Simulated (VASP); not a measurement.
# Co: relaxation of cell and atoms with PBE

The system is Co.

```
Co
1.0
     2.47056    0.00000    0.00000
    -1.23528    2.13957    0.00000
     0.00000    0.00000    8.08823
Co
4
Direct
  0.66667 0.33333 0.75000
  0.00000 0.00000 0.50000
  0.33333 0.66667 0.25000
  0.00000 0.00000 0.00000
```

```
Program                : VASP 6.6.1
Task                   : relaxation of cell and atoms
Functional             : PBE
Potentials or basis    : VASP PAW PBE potentials, release 64 (Co)
Cutoff                 : 600 eV
k mesh                 : 12 × 12 × 4
Occupations            : fermi-dirac, width 0.05 eV
Spin                   : collinear spin, ferromagnetic start
Starting moments       : [2.0, 2.0, 2.0, 2.0] μB
Target pressure        : 2 GPa
Dipole correction      : no
Further INCAR settings : ALGO = Fast; EDIFF = 1e-07; IBRION = 2; EDIFFG = -0.01; NSW = 60; ISIF = 3
```

The relaxed volume is 10.77 Å³/atom, the relaxed cell is a = 2.487 Å, b = 2.487 Å, c = 8.041 Å, α = 90.00°, β = 90.00°, γ = 120.00° and the space group after relaxing (to 0.1 Å) is P6_3/mmc (No. 194). The energy change on relaxing (the run minimises the enthalpy) is -2.5 meV/atom, the ionic steps are 5 and the pressure after relaxing is 2.0 GPa. The net moment is 6.60 μB per cell and the site moments are Co +1.67, +1.66 (each value once) μB. The valence electrons inside the program's atomic spheres are Co 8.28, 8.29 (each value once).

Step by step:
```tsv
step	energy change (eV)	largest force (eV/Å)	pressure (GPa)	volume (Å³)
1	0.0000	0.0000	3.72	42.75
2	-0.0126	0.0000	0.11	43.46
3	-0.0109	0.0000	1.35	43.22
4	-0.0096	0.0000	2.19	43.05
5	-0.0101	0.0000	2.01	43.08
```

Final structure:
```
CELL_PARAMETERS angstrom
2.48719 0.00000 0.00000
-1.24360 2.15397 0.00000
0.00000 0.00000 8.04148
ATOMIC_POSITIONS crystal
Co 0.66667 0.33333 0.75000
Co 0.00000 0.00000 0.50000
Co 0.33333 0.66667 0.25000
Co 0.00000 0.00000 0.00000
```

Levels at points of the mesh, in eV from the Fermi level:
Spin up:
| k point | band 20 | band 21 | band 22 | band 23 | band 24 | band 25 |
| --- | --- | --- | --- | --- | --- | --- |
| (0.00, 0.00, 0.00) | -1.20 | -1.20 | -0.80 | -0.80 | -0.15 | 6.36 |
| (0.50, 0.00, 0.00) | -0.54 | 0.25 | 1.37 | 2.44 | 3.06 | 6.95 |
| (0.00, 0.00, 0.50) | -1.68 | -0.98 | -0.98 | -0.98 | -0.98 | 9.42 |
| (0.50, 0.00, 0.50) | -0.61 | 1.21 | 1.21 | 2.77 | 2.77 | 7.32 |
Spin down:
```csv
k point,band 12,band 13,band 14,band 15,band 16,band 17
"(0.00, 0.00, 0.00)",-0.82,-0.82,-0.79,-0.79,-0.19,0.05
"(0.50, 0.00, 0.00)",-0.12,-0.07,0.50,1.17,1.22,1.23
"(0.00, 0.00, 0.50)",-1.04,-0.94,-0.94,-0.94,-0.94,0.24
"(0.50, 0.00, 0.50)",-0.84,-0.22,-0.22,0.83,0.83,1.19
```

It took 5.2 min on 1 thread of Intel(R) Xeon(R) 6975P-C (Granite Rapids), on a shared host, peak memory 0.26 GiB.

Caveat: the cell is relaxed towards a set pressure, so the run minimises the enthalpy, not the energy.
